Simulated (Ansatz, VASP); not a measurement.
# Hf3B2 in VASP and in Ansatz

```
Hf B
1.0
     4.43276    0.00000    0.00000
     0.00000    4.43276    0.00000
     0.00000    0.00000    4.43276
Hf B
3 2
Direct
  0.00000 0.50000 0.00000
  0.00000 0.00000 0.50000
  0.50000 0.00000 0.00000
  0.50000 0.50000 0.50000
  0.00000 0.00000 0.00000
```

Alike in both runs: functional PBE; k mesh 8 × 8 × 8; occupations gaussian, width 0.1 eV; no spin polarisation.

Ansatz relaxed the structure, and its values are those at the end. VASP's run is a single point on that final structure, the one shown.

|  | VASP | Ansatz |
| --- | --- | --- |
| version | VASP 6.6.1 | Ansatz 0.2.0 |
| potentials or method | VASP PAW PBE potentials, release 64 (Hf_pv, B), cutoff 520 eV | scalar-relativistic, plane waves, PAW |
| valence electrons in the cell | 36 | 84 |

|  | VASP | Ansatz | Ansatz less VASP |
| --- | --- | --- | --- |
| gap on the k mesh at the Fermi level (eV) | none | none | - |
| pressure (GPa) | -0.3 | 0.0 | +0.25 |

A gap of «none» marks a metal or a gap that the smearing closes. VASP's potentials hold 36 valence electrons a cell and Ansatz's 84, so a difference there can come from the potentials and not from the codes.

Neither program's run includes spin-orbit coupling.
